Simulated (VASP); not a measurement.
Pd:

```
CELL_PARAMETERS angstrom
0.00000 1.94650 1.94650
1.94650 0.00000 1.94650
1.94650 1.94650 0.00000
ATOMIC_POSITIONS crystal
Pd 0.00000 0.00000 0.00000
```

| Item | Value |
| --- | --- |
| Program | VASP 6.6.1 |
| Task | relaxation of cell and atoms |
| Functional | LDA |
| Potentials or basis | VASP PAW LDA potentials, release 64 (Pd) |
| Cutoff | 600 eV |
| k mesh | 18 × 18 × 18 |
| Occupations | gaussian, width 0.1 eV |
| Spin | no spin polarisation |

At the start: pressure -8.3 GPa; volume 14.75 Å³/atom.

**Question.** Where does the relaxation end?

**Answer.** Over 4 steps the energy falls by 16.0 meV/atom and the volume is 14.16 Å³/atom (-4.0 %); space group Fm-3m (No. 225, to 0.05 Å).

The path:
```
step  energy change (eV)  largest force (eV/Å)  pressure (GPa)  volume (Å³)
   1              0.0000                0.0000           -8.30        14.75
   2              0.0405                0.0000           19.86        13.18
   3             -0.0160                0.0000           -0.20        14.17
   4             -0.0160                0.0000           -0.04        14.16
```

Final structure:
```xyz
1
Lattice="0.0000 1.9203 1.9203 1.9203 0.0000 1.9203 1.9203 1.9203 0.0000" Properties=species:S:1:pos:R:3 pbc="T T T"
Pd    0.0000    0.0000    0.0000
```
